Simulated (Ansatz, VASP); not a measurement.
## C in VASP and in Ansatz

File INCAR:

```
SYSTEM = C
PREC = Accurate
ENCUT = 520
EDIFF = 1E-6
ISMEAR = -1
SIGMA = 0.1
LREAL = .False.
LASPH = .True.
NELM = 80
ALGO = Normal
ISIF = 2
LWAVE = .False.
LCHARG = .True.
LELF = .True.
LVHAR = .True.
NBANDS = 8
```

Contents of KPOINTS:

```
regular mesh
0
Gamma
  22 22 22
  0 0 0
```

File POSCAR:

```
C
1.0
   -1.0232376365      1.0232376365      1.0232376365
    1.0232376365     -1.0232376365      1.0232376365
    1.0232376365      1.0232376365     -1.0232376365
C
1
Direct
    0.0000000000      0.0000000000      0.0000000000
```

Input for Ansatz:

```yaml
crystal:
  lattice:
    - [-1.0232376365, 1.0232376365, 1.0232376365]
    - [1.0232376365, -1.0232376365, 1.0232376365]
    - [1.0232376365, 1.0232376365, -1.0232376365]
  atoms:
    - { symbol: C, position: [0.0, 0.0, 0.0] }
kpoints:
  mp_grid: { grid: [22, 22, 22] }
scf:
  occupations: { method: fermi_dirac, width: 0.1 }
hamiltonian:
  xc: lda
  pseudopotentials: { kind: all_electron, lapw: { basis_error: 0.001 } }
output:
  forces: true
  stress: true
  eigenvalues: true
  populations: true
```

Change from the starting cell: volume scaled by 0.68, LAPW.

Alike in both runs: task single point; functional LDA; k mesh 22 × 22 × 22; occupations fermi-dirac, width 0.1 eV; no spin polarisation.

|  | VASP | Ansatz |
| --- | --- | --- |
| version | VASP 6.6.1 | Ansatz 0.2.0 |
| potentials or method | VASP PAW LDA potentials, release 64 (C), cutoff 520 eV | all-electron LAPW, scalar-relativistic |

```csv
,VASP,Ansatz,Ansatz less VASP
pressure (GPa),185.6,184.0,-1.59
```

LDA's correlation is that of Perdew and Zunger in VASP and of Perdew and Wang (1992) in Ansatz. Both programs put the cell under a high pressure, so it lies far from rest at this level. Ansatz ran all-electron here, and VASP with PAW potentials.

Noted on VASP's run: the cell as given lies far from equilibrium.
